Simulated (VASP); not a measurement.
Runs of VASP 6.6.1 on ScAl4. The structure is that of space group I4/m (No. 87), or close to it. The cells are those of the table. 

```tsv
task	spin	cell	k mesh	cutoff (eV)	gap on the mesh (eV)	pressure (GPa)	largest force (eV/Å)
single point	off	a = 5.106 Å, angles 98.9, 98.9, 133.7°, 5 atoms	12 × 12 × 12	520	none	0.0	-
relaxation of cell and atoms	off	relaxed from a = 4.918 Å, angles 99.6, 99.6, 131.8°, 5 atoms	6 × 6 × 6	600	none	0.3	0.03
single point	collinear, ferromagnetic start	a = 5.119 Å, angles 98.7, 98.7, 134.1°, 5 atoms	6 × 6 × 6	520	none	0.0	0.01
single point	off	a = 5.119 Å, angles 98.7, 98.7, 134.1°, 5 atoms	6 × 6 × 6	520	none	0.0	0.01
single point	off	a = 4.918 Å, angles 99.6, 99.6, 131.8°, 5 atoms	6 × 6 × 6	520	none	(a)	0.22
```

Alike in all rows: level PBE; potentials or basis VASP PAW PBE potentials, release 64 (Sc_sv, Al); smearing gaussian 0.1 eV.

Q: Estimate the missing entries.

A: (a) 8.7.

A gap of «none» marks levels without a gap at the run's occupations.
